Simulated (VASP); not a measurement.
Crystal: KCl.

```
K Cl
1.0
     0.00000    3.14485    3.14485
     3.14485    0.00000    3.14485
     3.14485    3.14485    0.00000
K Cl
1 1
Cartesian
  0.0000 0.0000 0.0000
  3.1448 3.1448 3.1448
```

Base run:

| Property | Result |
| --- | --- |
| Program | VASP 6.6.1 |
| Functional | PBEsol |
| Potentials or basis | VASP PAW PBE potentials, release 64 (K_sv, Cl) |
| Cutoff | 520 eV |
| k mesh | 6 × 6 × 6 |
| Occupations | gaussian, width 0.01 eV |
| Spin | no spin polarisation |

Its results: band gap on the k mesh 5.03 eV, direct; pressure -0.3 GPa.

The run is repeated on the same cell with these changes: functional from PBEsol to HSE06; k mesh from 6 × 6 × 6 to 4 × 4 × 4. What comes out?

Band gap on the k mesh 6.50 eV, direct; pressure 0.5 GPa.

Several settings changed at once, so the effect can't be laid on one alone.

Caveats: some runs use coarse meshes; the PAW data sets were made with another functional, which shifts forces and pressure a little.

